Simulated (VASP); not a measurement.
# Mg4HO8 (a cell with a defect) in VASP: single point with LDA

Aim: the single point of Mg4HO8 (a cell with a defect) with LDA.

All numbers are computed with VASP 6.6.1; they aren't measurements. Logs are shortened: lines on timing, memory, paths and dates and some standing lists are left out, and cuts for length are marked.

### 1 The cell of the first run

The cell holds a defect, 13 atoms: a = 4.968 Å, b = 4.968 Å, c = 4.968 Å, α = 77.69°, β = 77.69°, γ = 77.69°.

### 2 Single point, LDA

Input file INCAR:

```
PREC = Accurate
ENCUT = 520
EDIFF = 1E-6
ISMEAR = 0
SIGMA = 0.05
LREAL = F
LASPH = T
NELM = 80
ALGO = Normal
ISIF = 2
LWAVE = F
LCHARG = F
GGA = CA
NBANDS = 40
NELECT = 56.0
```

Input file KPOINTS:

```
regular mesh
0
Gamma
  6 6 6
```

Input file POSCAR:

```
Mg4HO8
1.0
   -3.1159510607     -1.7989951837      3.4255732540
    3.1159510607     -1.7989951837      3.4255732540
    0.0000000000      3.5979903674      3.4255732540
Mg O H
4 8 1
Direct
    0.0000000000      0.0000000000      0.0000000000
    0.5000000000      0.5000000000      0.0000000000
    0.5000000000      0.0000000000      0.5000000000
    0.0000000000      0.5000000000      0.5000000000
    0.4294242759      0.4294242759      0.4294242759
    0.9294242759      0.9294242759      0.4294242759
    0.9294242759      0.4294242759      0.9294242759
    0.4294242759      0.9294242759      0.9294242759
    0.5705757241      0.5705757241      0.5705757241
    0.0705757241      0.0705757241      0.5705757241
    0.0705757241      0.5705757241      0.0705757241
    0.5705757241      0.0705757241      0.0705757241
    1.0000207325      1.2083540658      0.2916873991
```

Potentials or basis: VASP PAW LDA potentials, release 64 (Mg, O, H).

Run with:

```bash
cat potpaw_LDA.64/Mg/POTCAR potpaw_LDA.64/O/POTCAR potpaw_LDA.64/H/POTCAR > POTCAR
mpirun -np 1 vasp_std > vasp.out
```

OUTCAR:

```text
PREC = Accurate
   ENCUT = 520
   EDIFF = 1E-6
   ISMEAR = 0
   LREAL = F
   LASPH = T
   NELM = 80
   ISIF = 2
   GGA = CA
   NELECT = 56.0

 ion  position               nearest neighbor table
   1  0.000  0.000  0.000-  13 1.95   8 2.05  11 2.05  12 2.05   7 2.05  10 2.05   6 2.05   2 3.12
                             2 3.12   3 3.12   4 3.12   4 3.12   3 3.12
   2  0.500  0.500  0.000-   7 2.05   8 2.05  11 2.05  12 2.05   5 2.05   9 2.05   1 3.12   1 3.12
                             3 3.12   3 3.12   4 3.12   4 3.12
   3  0.500  0.000  0.500-   5 2.05   6 2.05   9 2.05  10 2.05   8 2.05  12 2.05   4 3.12   4 3.12
                             2 3.12   1 3.12   1 3.12   2 3.12
   4  0.000  0.500  0.500-  13 1.95   6 2.05   9 2.05  10 2.05   5 2.05  11 2.05   7 2.05   3 3.12
                             3 3.12   1 3.12   1 3.12   2 3.12   2 3.12
   5  0.429  0.429  0.429-   9 1.45   4 2.05   3 2.05   2 2.05
   6  0.929  0.929  0.429-  10 1.45   4 2.05   3 2.05   1 2.05
   7  0.929  0.429  0.929-  11 1.45   2 2.05   1 2.05   4 2.05
   8  0.429  0.929  0.929-  12 1.45   2 2.05   1 2.05   3 2.05
   9  0.571  0.571  0.571-   5 1.45   4 2.05   3 2.05   2 2.05
  10  0.071  0.071  0.571-   6 1.45   4 2.05   3 2.05   1 2.05
  11  0.071  0.571  0.071-   7 1.45   2 2.05   1 2.05   4 2.05
  12  0.571  0.071  0.071-   8 1.45   2 2.05   1 2.05   3 2.05
  13  0.000  0.208  0.292-   4 1.95   1 1.95

  LATTYP: Found a trigonal (rhomboedric) cell.
 ALAT       =     4.9679056757
 COS(alpha) =     0.2131996058

  Lattice vectors:

 A1 = (  -3.1159510607,  -1.7989951837,   3.4255732540)
 A2 = (   3.1159510607,  -1.7989951837,   3.4255732540)
 A3 = (   0.0000000000,   3.5979903674,   3.4255732540)

Analysis of symmetry for initial positions (statically):
=====================================================================
 Subroutine PRICEL returns:
 Original cell was already a primitive cell.

 Routine SETGRP: Setting up the symmetry group for a
 trigonal (rhombohedral) supercell.

 Subroutine GETGRP returns: Found  1 space group operations
 (whereof  1 operations were pure point group operations)
 out of a pool of 12 trial point group operations.

The static configuration has the point symmetry C_1 .

Analysis of symmetry for dynamics (positions and initial velocities):
=====================================================================
 Subroutine PRICEL returns:
 Original cell was already a primitive cell.

 Routine SETGRP: Setting up the symmetry group for a
 trigonal (rhombohedral) supercell.

 Subroutine GETGRP returns: Found  1 space group operations
 (whereof  1 operations were pure point group operations)
 out of a pool of 12 trial point group operations.

The dynamic configuration has the point symmetry C_1 .

 Subroutine INISYM returns: Found  1 space group operations
 (whereof  1 operations are pure point group operations),
 and found     1 'primitive' translations

----------------------------------------------------------------------------------------

                                     Primitive cell

  volume of cell :     115.2140

  direct lattice vectors                    reciprocal lattice vectors
    -3.115951061 -1.798995184  3.425573254    -0.160464651 -0.092644310  0.097307314
     3.115951061 -1.798995184  3.425573254     0.160464651 -0.092644310  0.097307314
     0.000000000  3.597990367  3.425573254     0.000000000  0.185288619  0.097307314

  length of vectors
     4.967905676  4.967905676  4.967905676     0.209285895  0.209285895  0.209285895

  position of ions in fractional coordinates (direct lattice)
     0.000000000  0.000000000  0.000000000
     0.500000000  0.500000000  0.000000000
     0.500000000  1.000000000  0.500000000
     1.000000000  0.500000000  0.500000000
     0.429424276  0.429424276  0.429424276
     0.929424276  0.929424276  0.429424276
     0.929424276  0.429424276  0.929424276
     0.429424276  0.929424276  0.929424276
     0.570575724  0.570575724  0.570575724
     0.070575724  0.070575724  0.570575724
     0.070575724  0.570575724  0.070575724
     0.570575724  0.070575724  0.070575724
     0.000020732  0.208354066  0.291687399

  ion indices of the primitive-cell ions
   primitive index   ion index
                 1           1
                 2           2
                 3           3
                 4           4
                 5           5
                 6           6
                 7           7
                 8           8
                 9           9
                10          10
                11          11
                12          12
                13          13

----------------------------------------------------------------------------------------

 KPOINTS: regular mesh

Automatic generation of k-mesh.
 Grid dimensions read from file:
 generate k-points for:    6    6    6

 Generating k-lattice:

  Cartesian coordinates                     Fractional coordinates (reciprocal lattice)
    -0.026744109 -0.015440718  0.016217886     0.166666667 -0.000000000  0.000000000
     0.026744109 -0.015440718  0.016217886    -0.000000000  0.166666667  0.000000000
     0.000000000  0.030881437  0.016217886     0.000000000  0.000000000  0.166666667

  Length of vectors
     0.034880982  0.034880982  0.034880982

  Shift w.r.t. Gamma in fractional coordinates (k-lattice)
     0.000000000  0.000000000  0.000000000

 Subroutine IBZKPT returns following result:
 ===========================================

 Found    112 irreducible k-points:

 Following reciprocal coordinates:
            Coordinates               Weight
  0.000000  0.000000  0.000000      1.000000
  0.166667 -0.000000  0.000000      2.000000
 -0.000000  0.166667  0.000000      2.000000
  0.000000  0.000000  0.166667      2.000000
  0.333333 -0.000000 -0.000000      2.000000
 -0.000000  0.333333 -0.000000      2.000000
[... 16 lines left out ...]
 -0.166667  0.500000  0.000000      2.000000
  0.166667 -0.000000  0.500000      2.000000
 [... further k-points ...]
   k-points           NKPTS =    112   k-points in BZ     NKDIM =    112   number of bands    NBANDS=     40
   number of dos      NEDOS =    301   number of ions     NIONS =     13
   total plane-waves  NPLWV =  64000
   dimension x,y,z NGX =    40 NGY =   40 NGZ =   40
   dimension x,y,z NGXF=    80 NGYF=   80 NGZF=   80
   ions per type =               4   8   1
   NGX,Y,Z   is equivalent  to a cutoff of  13.39, 13.39, 13.39 a.u.
   NGXF,Y,Z  is equivalent  to a cutoff of  26.77, 26.77, 26.77 a.u.
 SYSTEM =  unknown system
   PREC   = accura    normal or accurate (medium, high low for compatibility)
   ISTART =      0    job   : 0-new  1-cont  2-samecut
   ICHARG =      2    charge: 1-file 2-atom 10-const
   ISPIN  =      1    spin polarized calculation?
   LNONCOLLINEAR =      F non collinear calculations
   LSORBIT =      F    spin-orbit coupling
   LASPH  =      T    aspherical Exc in radial PAW
   ENCUT  =  520.0 eV  38.22 Ry    6.18 a.u.   9.24  9.24  9.24*2*pi/ulx,y,z
   NELM   =     80;   NELMIN=  2; NELMDL= -5     # of ELM steps
   EDIFF  = 0.1E-05   stopping-criterion for ELM
   LREAL  =      F    real-space projection
   EDIFFG = 0.1E-04   stopping-criterion for IOM
   NSW    =      0    number of steps for IOM
   IBRION =     -1    ionic relax: 0-MD 1-quasi-New 2-CG
   NFREE  =      0    steps in history (QN), initial steepest desc. (CG)
   ISIF   =      2    stress and relaxation
   ISYM   =      2    0-nonsym 1-usesym 2-fastsym
   POTIM  = 0.5000    time-step for ionic-motion
   TEBEG  =    0.0;   TEEND  =   0.0 temperature during run
   PSTRESS=    0.0 pullay stress
   NELECT =      56.0000    total number of electrons
   NUPDOWN=      -1.0000    fix difference up-down
   EMIN   =  10.00;   EMAX   =-10.00  energy-range for DOS
   EFERMI =   0.00;   METHOD = LEGACY
   ISMEAR =     0;   SIGMA  =   0.05  broadening in eV -4-tet -1-fermi 0-gaus
   EFERMI_NEDOS =   21; number of points for ismear=-14 and -15
   IALGO  =     38    algorithm
   IMIX   =      4    mixing-type and parameters
     AMIX     =   0.40;   BMIX     =  1.00
     AMIX_MAG =   1.60;   BMIX_MAG =  1.00
  volume/ion in A,a.u.               =       8.86        59.81
  Fermi-wavevector in a.u.,A,eV,Ry     =   1.287170  2.432398 22.542210  1.656806
  Thomas-Fermi vector in A             =   2.419200
   LORBIT       =      0    0 simple, 1 ext, 2 COOP (PROOUT), +10 PAW based schemes
   GGA     = CA    functional components
   LHFCALC =     F    Hartree Fock is set to
   AEXX    =    0.0000 exact exchange contribution
   IVDW    =     0    specifies the selected vdW correction
   LEPSILON=     F    determine dielectric tensor
   LRPA    =     F    only Hartree local field effects (RPA)
 non-spin polarized calculation
 Gauss-broadening in eV      SIGMA  =   0.05
  energy-cutoff  :      520.00
  volume of cell :      115.21
 maximum number of plane-waves:      3126
 NGX is ok and might be reduce to    40
   NGX = 19   NGY = 19   NGZ = 19

 number of electron      55.9999981 magnetization

 Free energy of the ion-electron system (eV)
  ---------------------------------------------------
  ext. energy  EPLUGINS =         0.00000000
  ---------------------------------------------------
  free energy    TOTEN  =       -78.89887364 eV

  energy without entropy =      -78.89887364  energy(sigma->0) =      -78.89887364

 E-fermi :   3.6756     XC(G=0): -11.2054

 val. band max:        3.3735258642   @ k =   0.5000   0.5000   0.5000
 cond. band min:       4.2091067526   @ k =   0.3333   0.3333   0.3333
 fundamental gap:      0.8355808885
 Fermi energy:         3.6756318056

 k-point     1 :       0.0000    0.0000    0.0000
  band No.  band energies     occupation
      1     -19.9518      2.00000
      2     -18.4206      2.00000
      3     -17.6565      2.00000
      4     -17.4014      2.00000
      5     -12.9514      2.00000
      6     -11.8963      2.00000
[... 32 lines left out ...]
     39      14.8536      0.00000
[... 988 lines left out ...]
     39      14.0279      0.00000
     40      14.2669      0.00000

 [... further k-points ...]

------------------------ aborting loop because EDIFF is reached ----------------------------------------

  FORCE on cell =-STRESS in cart. coord.  units (eV):
  Direction    XX          YY          ZZ          XY          YZ          ZX
  --------------------------------------------------------------------------------------
  -------------------------------------------------------------------------------------
  Total       -8.4663600    -12.3493892      0.7553960      3.3623187      1.2729550      2.2071996
  in kB     -117.7340750   -171.7318799     10.5046141     46.7567498     17.7018430     30.6935452
  external PRESSURE =     -92.9871136 kB  Pullay stress =       0.0000000 kB

 VOLUME and BASIS-vectors are now :
 -----------------------------------------------------------------------------
  energy-cutoff  :      520.00
  volume of cell :      115.21
      direct lattice vectors                 reciprocal lattice vectors
    -3.115951061 -1.798995184  3.425573254    -0.160464651 -0.092644310  0.097307314
     3.115951061 -1.798995184  3.425573254     0.160464651 -0.092644310  0.097307314
     0.000000000  3.597990367  3.425573254     0.000000000  0.185288619  0.097307314

 POSITION                                       TOTAL-FORCE (eV/Angst)
 -----------------------------------------------------------------------------------
      0.00000      0.00000      0.00000        -0.474204     -0.463286     -1.303191
      0.00000     -1.79900      3.42557         0.055410     -0.096277      0.000128
     -1.55798      0.89950      3.42557        -0.087414      0.150745      0.000226
      1.55798      0.89950      3.42557         0.639681      0.179291      1.304968
      0.00000      0.00000      4.41307        -0.055225     -0.010505     -0.329371
      0.00000     -1.79900      7.83865         0.858184     -1.301816     -1.401222
     -1.55798      0.89950      7.83865        -0.377856      0.681838     -0.687385
      1.55798      0.89950      7.83865         0.044328      0.040393     -0.293289
      0.00000      0.00000      5.86365        -0.057152     -0.018169      0.293089
      0.00000      1.79900      2.43807         0.699706     -1.396867      1.399582
      1.55798     -0.89950      2.43807        -0.402286      0.669190      0.686693
     -1.55798     -0.89950      2.43807         0.036786      0.042591      0.329201
      0.64916      0.67462      1.71300        -0.879958      1.522873      0.000572
 -----------------------------------------------------------------------------------
    total drift:                                0.000025     -0.000052     -0.000002

  FREE ENERGIE OF THE ION-ELECTRON SYSTEM (eV)
  ---------------------------------------------------
  free  energy   TOTEN  =       -78.8988736360 eV

  energy  without entropy=      -78.8988736360  energy(sigma->0) =      -78.89887364
```

It took 6.9 min on 1 thread of Intel Xeon Platinum 8259CL at 2.50GHz (Skylake/Cascade Lake), shared host; peak memory 0.48 GiB.

What came out:

```yaml
Free_energy: -78.8989 eV
Largest_force: 2.098 eV/Å
```

Forces in eV/Å, atoms in the order of the input:
```
Mg  -0.474 -0.463 -1.303
Mg   0.055 -0.096  0.000
Mg  -0.087  0.151  0.000
Mg   0.640  0.179  1.305
O   -0.055 -0.011 -0.329
O    0.858 -1.302 -1.401
O   -0.378  0.682 -0.687
O    0.044  0.040 -0.293
O   -0.057 -0.018  0.293
O    0.700 -1.397  1.400
O   -0.402  0.669  0.687
O    0.037  0.043  0.329
H   -0.880  1.523  0.001
```

Levels at points of the mesh, in eV from the Fermi level:
| k point | band 26 | band 27 | band 28 | band 29 | band 30 | band 31 |
| --- | --- | --- | --- | --- | --- | --- |
| (0.00, 0.00, 0.00) | -0.72 | -0.42 | -0.33 | 0.60 | 2.41 | 3.39 |
| (0.50, 0.00, 0.00) | -1.47 | -0.65 | -0.41 | 0.90 | 2.62 | 3.68 |
| (0.00, 0.50, 0.00) | -0.95 | -0.88 | -0.70 | 1.55 | 2.63 | 3.53 |
| (0.00, 0.00, 0.50) | -0.95 | -0.88 | -0.70 | 1.55 | 2.63 | 3.53 |
| (0.50, 0.50, 0.00) | -1.07 | -1.00 | -0.86 | 1.52 | 2.51 | 3.32 |
| (0.50, 0.00, 0.50) | -1.07 | -1.00 | -0.86 | 1.52 | 2.51 | 3.32 |
| (0.00, 0.50, 0.50) | -1.53 | -0.92 | -0.60 | 0.91 | 2.46 | 3.81 |
| (0.50, 0.50, 0.50) | -1.25 | -0.31 | -0.30 | 0.63 | 1.84 | 3.38 |

Caveat: the cell carries a net charge on a neutralising background, which shifts energy and pressure; the cell is charged against a uniform background, so pressure and absolute levels hang on convention.
